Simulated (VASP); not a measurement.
# Ni in VASP: further runs

Runs on Ni. Level: PBEsol. Tasks: single point.

Everything below comes from runs of VASP 6.6.1. Logs are shortened: lines on timing, memory, paths and dates and some standing lists are left out, and cuts for length are marked.

**1. The cell of the first run**

Symmetry: P6_3/mmc, No. 194, hexagonal system. The conventional cell has a = 2.448 Å, b = 2.448 Å, c = 4.073 Å, α = 90.00°, β = 90.00°, γ = 120.00°. Within 3.2 Å of Ni (site symmetry -6m2) lie 12 Ni at 2.45 to 2.48 Å.

This isn't the form of Ni at room conditions, which is fcc.

**2. Single point, PBEsol, collinear spin, antiferromagnetic start**

The input, INCAR:

```
SYSTEM = Ni
PREC = Accurate
ENCUT = 520
EDIFF = 1E-7
ISMEAR = -1
SIGMA = 0.05
LREAL = .FALSE.
LASPH = .TRUE.
NELM = 150
ALGO = Normal
ISIF = 2
LWAVE = .FALSE.
LCHARG = .FALSE.
ISPIN = 2
MAGMOM = 1.5 -1.5
LORBIT = 11
LMAXMIX = 4
GGA = PS
NBANDS = 21
```

The input, KPOINTS:

```
Automatic mesh
0
G
  16 16 9
  0 0 0
```

The input, POSCAR:

```
Ni
1.0
    2.4480200000      0.0000000000      0.0000000000
   -1.2240100000      2.1200500000      0.0000000000
    0.0000000000      0.0000000000      4.0728100000
Ni
2
Direct
    0.3333333333      0.6666666667      0.2500000000
    0.6666666667      0.3333333333      0.7500000000
```

Potentials or basis: VASP PAW PBE potentials, release 64 (Ni).

On the command line:

```
$ cat potpaw_PBE.64/Ni/POTCAR > POTCAR
$ mpirun -np 1 vasp_std > vasp.out
```

OUTCAR:

```text
SYSTEM = Ni
   PREC = Accurate
   ENCUT = 520
   EDIFF = 1E-7
   ISMEAR = -1
   LREAL = .FALSE.
   LASPH = .TRUE.
   NELM = 150
   ISIF = 2
   ISPIN = 2
   LORBIT = 11
   GGA = PS

 ion  position               nearest neighbor table
   1  0.333  0.667  0.250-   2 2.48   2 2.48   2 2.48   2 2.48   2 2.48   2 2.48
   2  0.667  0.333  0.750-   1 2.48   1 2.48   1 2.48   1 2.48   1 2.48   1 2.48

  LATTYP: Found a hexagonal cell.
 ALAT       =     2.4480200000
 C/A-ratio  =     1.6637159827

  Lattice vectors:

 A1 = (   2.4480200000,   0.0000000000,   0.0000000000)
 A2 = (  -1.2240100000,   2.1200500000,   0.0000000000)
 A3 = (   0.0000000000,   0.0000000000,   4.0728100000)

Analysis of symmetry for initial positions (statically):
=====================================================================
 Subroutine PRICEL returns:
 Original cell was already a primitive cell.

 Routine SETGRP: Setting up the symmetry group for a
 hexagonal supercell.

 Subroutine GETGRP returns: Found 24 space group operations
 (whereof 12 operations were pure point group operations)
 out of a pool of 24 trial point group operations.

The static configuration has the point symmetry D_3d.
 The point group associated with its full space group is D_6h.

Analysis of symmetry for dynamics (positions and initial velocities):
=====================================================================
 Subroutine PRICEL returns:
 Original cell was already a primitive cell.

 Routine SETGRP: Setting up the symmetry group for a
 hexagonal supercell.

 Subroutine GETGRP returns: Found 24 space group operations
 (whereof 12 operations were pure point group operations)
 out of a pool of 24 trial point group operations.

The dynamic configuration has the point symmetry D_3d.
 The point group associated with its full space group is D_6h.

Analysis of structural, dynamic, and magnetic symmetry:
=====================================================================
 Subroutine PRICEL returns:
 Original cell was already a primitive cell.

 Routine SETGRP: Setting up the symmetry group for a
 hexagonal supercell.

 Subroutine GETGRP returns: Found 24 space group operations
 (whereof 12 operations were pure point group operations)
 out of a pool of 24 trial point group operations.

The overall configuration has the point symmetry D_3d.
 The point group associated with its full space group is D_6h.

 Subroutine INISYM returns: Found 24 space group operations
 (whereof 12 operations are pure point group operations),
 and found     1 'primitive' translations

----------------------------------------------------------------------------------------

                                     Primitive cell

  volume of cell :      21.1376

  direct lattice vectors                    reciprocal lattice vectors
     2.448020000  0.000000000  0.000000000     0.408493395  0.235843494  0.000000000
    -1.224010000  2.120050000  0.000000000     0.000000000  0.471686989  0.000000000
     0.000000000  0.000000000  4.072810000     0.000000000  0.000000000  0.245530727

  length of vectors
     2.448020000  2.448022157  4.072810000     0.471687404  0.471686989  0.245530727

  position of ions in fractional coordinates (direct lattice)
     0.333333333  0.666666667  0.250000000
     0.666666667  0.333333333  0.750000000

  ion indices of the primitive-cell ions
   primitive index   ion index
                 1           1
                 2           2

----------------------------------------------------------------------------------------

 KPOINTS: Automatic mesh

Automatic generation of k-mesh.
 Grid dimensions read from file:
 generate k-points for:   16   16    9

 Generating k-lattice:

  Cartesian coordinates                     Fractional coordinates (reciprocal lattice)
     0.025530837  0.014740218  0.000000000     0.062500000  0.000000000  0.000000000
     0.000000000  0.029480437  0.000000000     0.000000000  0.062500000  0.000000000
     0.000000000  0.000000000  0.027281192     0.000000000  0.000000000  0.111111111

  Length of vectors
     0.029480463  0.029480437  0.027281192

  Shift w.r.t. Gamma in fractional coordinates (k-lattice)
     0.000000000  0.000000000  0.000000000

 Subroutine IBZKPT returns following result:
 ===========================================

 Found    150 irreducible k-points:

 Following reciprocal coordinates:
            Coordinates               Weight
  0.000000  0.000000  0.000000      1.000000
  0.062500  0.000000  0.000000      6.000000
  0.125000  0.000000  0.000000      6.000000
  0.187500  0.000000  0.000000      6.000000
  0.250000  0.000000  0.000000      6.000000
  0.312500  0.000000  0.000000      6.000000
[... 16 lines left out ...]
  0.187500  0.187500  0.000000      6.000000
  0.250000  0.187500  0.000000     12.000000
 [... further k-points ...]
   k-points           NKPTS =    150   k-points in BZ     NKDIM =    150   number of bands    NBANDS=     21
   number of dos      NEDOS =    301   number of ions     NIONS =      2
   total plane-waves  NPLWV =   9720
   dimension x,y,z NGX =    18 NGY =   18 NGZ =   30
   dimension x,y,z NGXF=    36 NGYF=   36 NGZF=   60
   ions per type =               2
   NGX,Y,Z   is equivalent  to a cutoff of  12.22, 12.22, 12.25 a.u.
   NGXF,Y,Z  is equivalent  to a cutoff of  24.45, 24.45, 24.49 a.u.
 SYSTEM =  Ni
   PREC   = accura    normal or accurate (medium, high low for compatibility)
   ISTART =      0    job   : 0-new  1-cont  2-samecut
   ICHARG =      2    charge: 1-file 2-atom 10-const
   ISPIN  =      2    spin polarized calculation?
   LNONCOLLINEAR =      F non collinear calculations
   LSORBIT =      F    spin-orbit coupling
   LASPH  =      T    aspherical Exc in radial PAW
   ENCUT  =  520.0 eV  38.22 Ry    6.18 a.u.   4.55  4.55  7.57*2*pi/ulx,y,z
   NELM   =    150;   NELMIN=  2; NELMDL= -5     # of ELM steps
   EDIFF  = 0.1E-06   stopping-criterion for ELM
   LREAL  =      F    real-space projection
   EDIFFG = 0.1E-05   stopping-criterion for IOM
   NSW    =      0    number of steps for IOM
   IBRION =     -1    ionic relax: 0-MD 1-quasi-New 2-CG
   NFREE  =      0    steps in history (QN), initial steepest desc. (CG)
   ISIF   =      2    stress and relaxation
   ISYM   =      2    0-nonsym 1-usesym 2-fastsym
   POTIM  = 0.5000    time-step for ionic-motion
   TEBEG  =    0.0;   TEEND  =   0.0 temperature during run
   PSTRESS=    0.0 pullay stress
   NELECT =      20.0000    total number of electrons
   NUPDOWN=      -1.0000    fix difference up-down
   EMIN   =  10.00;   EMAX   =-10.00  energy-range for DOS
   EFERMI =   0.00;   METHOD = LEGACY
   ISMEAR =    -1;   SIGMA  =   0.05  broadening in eV -4-tet -1-fermi 0-gaus
   EFERMI_NEDOS =   21; number of points for ismear=-14 and -15
   IALGO  =     38    algorithm
   IMIX   =      4    mixing-type and parameters
     AMIX     =   0.40;   BMIX     =  1.00
     AMIX_MAG =   1.60;   BMIX_MAG =  1.00
  volume/ion in A,a.u.               =      10.57        71.32
  Fermi-wavevector in a.u.,A,eV,Ry     =   1.607187  3.037143 35.144532  2.583050
  Thomas-Fermi vector in A             =   2.703256
   LORBIT       =     11    0 simple, 1 ext, 2 COOP (PROOUT), +10 PAW based schemes
   GGA     = PS    functional components
   LHFCALC =     F    Hartree Fock is set to
   AEXX    =    0.0000 exact exchange contribution
   IVDW    =     0    specifies the selected vdW correction
   LEPSILON=     F    determine dielectric tensor
   LRPA    =     F    only Hartree local field effects (RPA)
 spin polarized calculation
  energy-cutoff  :      520.00
  volume of cell :       21.14
 maximum number of plane-waves:       586
   NGX =  9   NGY =  9   NGZ = 15

 number of electron      19.9999996 magnetization       0.0000000

 number of electron      19.9999996 magnetization      -0.0000000

 Free energy of the ion-electron system (eV)
  ---------------------------------------------------
  ext. energy  EPLUGINS =         0.00000000
  ---------------------------------------------------
  free energy    TOTEN  =       -12.13705422 eV

  energy without entropy =      -12.07866486  energy(sigma->0) =      -12.10785954

 E-fermi :   9.4419     XC(G=0): -13.6051

 val. band max:        9.4408777417   @ k =   0.1250   0.0625   0.4444
 cond. band min:       9.4438987724   @ k =   0.3125   0.1875   0.1111
 fundamental gap:      0.0030210307
 Fermi energy:         9.4418685870

 spin component 1

 k-point     1 :       0.0000    0.0000    0.0000
  band No.  band energies     occupation
      1       0.3343      1.00000
      2       4.7890      1.00000
      3       7.4213      1.00000
      4       7.5086      1.00000
      5       7.5086      1.00000
      6       7.8673      1.00000
[... 13 lines left out ...]
     20      36.3567      0.00000
     21      40.2697      0.00000
[... 529 lines left out ...]
 k-point    24 :       0.2500    0.1875    0.0000
  band No.  band energies     occupation
      1       4.5995      1.00000
      2       5.9900      1.00000
      3       6.0763      1.00000
      4       6.3939      1.00000
      5       7.3257      1.00000
      6       7.6646      1.00000
[... 13 lines left out ...]
     20      38.9864      0.00000
     21      41.0490      0.00000

 [... further k-points ...]

 spin component 2

 k-point     1 :       0.0000    0.0000    0.0000
  band No.  band energies     occupation
      1       0.3343      1.00000
      2       4.7890      1.00000
      3       7.4213      1.00000
      4       7.5086      1.00000
      5       7.5086      1.00000
      6       7.8673      1.00000
[... 13 lines left out ...]
     20      36.3567      0.00000
     21      40.2697      0.00000
[... 529 lines left out ...]
 k-point    24 :       0.2500    0.1875    0.0000
  band No.  band energies     occupation
      1       4.5995      1.00000
      2       5.9900      1.00000
      3       6.0763      1.00000
      4       6.3939      1.00000
      5       7.3257      1.00000
      6       7.6646      1.00000
[... 13 lines left out ...]
     20      38.9864      0.00000
     21      41.0490      0.00000

 [... further k-points ...]

------------------------ aborting loop because EDIFF is reached ----------------------------------------

  FORCE on cell =-STRESS in cart. coord.  units (eV):
  Direction    XX          YY          ZZ          XY          YZ          ZX
  --------------------------------------------------------------------------------------
  -------------------------------------------------------------------------------------
  Total       -0.4523951     -0.4523961     -0.6896242      0.0000000      0.0000000      0.0000000
  in kB      -34.2904543    -34.2905349    -52.2718518      0.0000000      0.0000000      0.0000000
  external PRESSURE =     -40.2842803 kB  Pullay stress =       0.0000000 kB

 VOLUME and BASIS-vectors are now :
 -----------------------------------------------------------------------------
  energy-cutoff  :      520.00
  volume of cell :       21.14
      direct lattice vectors                 reciprocal lattice vectors
     2.448020000  0.000000000  0.000000000     0.408493395  0.235843494  0.000000000
    -1.224010000  2.120050000  0.000000000     0.000000000  0.471686989  0.000000000
     0.000000000  0.000000000  4.072810000     0.000000000  0.000000000  0.245530727

 POSITION                                       TOTAL-FORCE (eV/Angst)
 -----------------------------------------------------------------------------------
     -0.00000      1.41337      1.01820        -0.000000      0.000000      0.000000
      1.22401      0.70668      3.05461         0.000000      0.000000      0.000000
 -----------------------------------------------------------------------------------
    total drift:                               -0.000000      0.000000     -0.000000

  FREE ENERGIE OF THE ION-ELECTRON SYSTEM (eV)
  ---------------------------------------------------
  free  energy   TOTEN  =       -12.1370542179 eV

  energy  without entropy=      -12.0786648644  energy(sigma->0) =      -12.10785954

 total charge

# of ion       s       p       d       tot
------------------------------------------
    1        0.509   0.523   8.338   9.370
    2        0.509   0.523   8.338   9.370
--------------------------------------------------
tot          1.017   1.047  16.676  18.740

 magnetization (x)

# of ion       s       p       d       tot
------------------------------------------
    1       -0.001  -0.000   0.183   0.181
    2        0.001   0.000  -0.183  -0.181
--------------------------------------------------
tot          0.000   0.000   0.000   0.000
```

It took 2.4 min on 1 thread of Intel Xeon Platinum 8259CL at 2.50GHz (Skylake/Cascade Lake), shared host; peak memory 0.21 GiB.

Results:

```yaml
Free_energy: -12.1371 eV
Pressure: -4.0 GPa
Band_gap_on_the_k_mesh: zero (filled and empty bands overlap)
Net_moment: 0.00 μB per cell
Site_moments: Ni +0.18, -0.18 μB
Valence_electrons_inside_the_program's_atomic_spheres: Ni 9.37
```

Stress tensor (GPa, compression positive):
```
-3.43  0.00  0.00
 0.00 -3.43  0.00
 0.00  0.00 -5.23
```

Caveat: the cell stands under tension; the PAW data sets were made with another functional, which shifts forces and pressure a little.

**3. Single point, PBEsol, collinear spin, antiferromagnetic start**

This run uses another cell than the first one, of the same volume but with other edges.

The input, INCAR:

```
SYSTEM = Ni
PREC     = Accurate       ! precision mode
ENCUT    = 520            ! plane-wave cutoff, eV
EDIFF    = 1E-6           ! SCF threshold, eV
ISMEAR   = -1             ! smearing method
SIGMA    = 0.05           ! smearing width, eV
LREAL    = .False.        ! projectors in reciprocal space
LASPH    = .True.         ! aspherical terms in the spheres
NELM     = 150            ! most SCF steps
ALGO     = Normal         ! electronic algorithm
ISIF     = 2              ! what is computed and relaxed
LWAVE    = .False.        ! write WAVECAR
LCHARG   = .True.         ! write CHGCAR
ISPIN    = 2              ! spin polarisation
MAGMOM   = 1.5 -1.5       ! initial moments
LORBIT   = 11             ! projections on sites
LMAXMIX  = 4              ! l up to which the mixer works
GGA      = PS             ! functional
LELF     = .True.         ! ELF
LVHAR    = .True.       
NBANDS   = 21             ! bands
```

The input, KPOINTS:

```
regular mesh
0
Gamma
  16 16 9
  0 0 0
```

The input, POSCAR:

```
Ni
1.0
    2.4480200000      0.0612005000      0.0000000000
   -1.1710087500      2.0894497500      0.0000000000
    0.0000000000      0.0000000000      4.0728100000
Ni
2
Direct
    0.3333333333      0.6666666667      0.2500000000
    0.6666666667      0.3333333333      0.7500000000
```

Potentials or basis: VASP PAW PBE potentials, release 64 (Ni).

On the command line:

```
$ cat potpaw_PBE.64/Ni/POTCAR > POTCAR
$ mpirun -np 1 vasp_std > vasp.out
```

It took 4.3 min on 1 thread of Intel Xeon 6975P-C (Granite Rapids), shared host; peak memory 0.46 GiB.

The run converged. Its results:

* Free energy: -12.1206 eV
* Pressure: -3.6 GPa
* Largest force: 0.115 eV/Å
* Band gap on the k mesh: zero (filled and empty bands overlap)
* Net moment: 0.00 μB per cell
* Site moments: Ni +0.17, -0.17 μB
* Valence electrons inside the program's atomic spheres: Ni 9.37

Forces in eV/Å, atoms in the order of the input:
```
Ni  -0.115  0.003  0.000
Ni   0.115 -0.003  0.000
```

Stress tensor (GPa, compression positive):
```
-3.16 -5.05  0.00
-5.05 -2.28  0.00
 0.00  0.00 -5.33
```

Levels at points of the mesh, in eV from the Fermi level:
Spin up:
```
           k point  band 8  band 9  band 10  band 11  band 12  band 13
(0.00, 0.00, 0.00)   -1.13   -1.06    -0.44    -0.16    -0.11     5.98
(0.50, 0.00, 0.00)   -0.12    0.06     0.16     1.48     3.27     9.27
(0.00, 0.50, 0.00)   -0.10    0.03     0.17     1.65     3.56     9.65
(0.50, 0.50, 0.00)   -0.03    0.01     0.23     1.81     3.85    10.02
```
Spin down:
| k point | band 8 | band 9 | band 10 | band 11 | band 12 | band 13 |
| --- | --- | --- | --- | --- | --- | --- |
| (0.00, 0.00, 0.00) | -1.13 | -1.06 | -0.44 | -0.16 | -0.11 | 5.98 |
| (0.50, 0.00, 0.00) | -0.12 | 0.06 | 0.16 | 1.48 | 3.27 | 9.27 |
| (0.00, 0.50, 0.00) | -0.10 | 0.03 | 0.17 | 1.65 | 3.56 | 9.65 |
| (0.50, 0.50, 0.00) | -0.03 | 0.01 | 0.23 | 1.81 | 3.85 | 10.02 |

Caveat: the cell stands under tension; the PAW data sets were made with another functional, which shifts forces and pressure a little.
